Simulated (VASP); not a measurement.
Crystal: Pb.

```
CELL_PARAMETERS angstrom
-1.93925 1.93925 1.93925
1.93925 -1.93925 1.93925
1.93925 1.93925 -1.93925
ATOMIC_POSITIONS crystal
Pb 0.00000 0.00000 0.00000
```

This isn't the form of Pb at room conditions, which is fcc.

Program: VASP 6.6.1. Alike in all runs: task single point; no spin polarisation; cell as given; k mesh 9 × 9 × 9.

Order these runs on this cell by their pressure, lowest first.
A. level LDA; potentials or basis VASP PAW LDA potentials, release 64 (Pb_d); cutoff (eV) 520; smearing fermi-dirac 0.05 eV
B. level pbe exchange, pbesol correlation; potentials or basis VASP PAW PBE potentials, release 64 (Pb_d); cutoff (eV) 500; smearing gaussian 0.01 eV
C. level r2SCAN; potentials or basis VASP PAW PBE potentials, release 64 (Pb_d); cutoff (eV) 520; smearing fermi-dirac 0.05 eV

A (-0.8 GPa), C (2.7 GPa), B (4.7 GPa).

Caveats: the PAW data sets were made with another functional, which shifts forces and pressure a little (at least some runs); the cell stands under pressure (at least some runs).
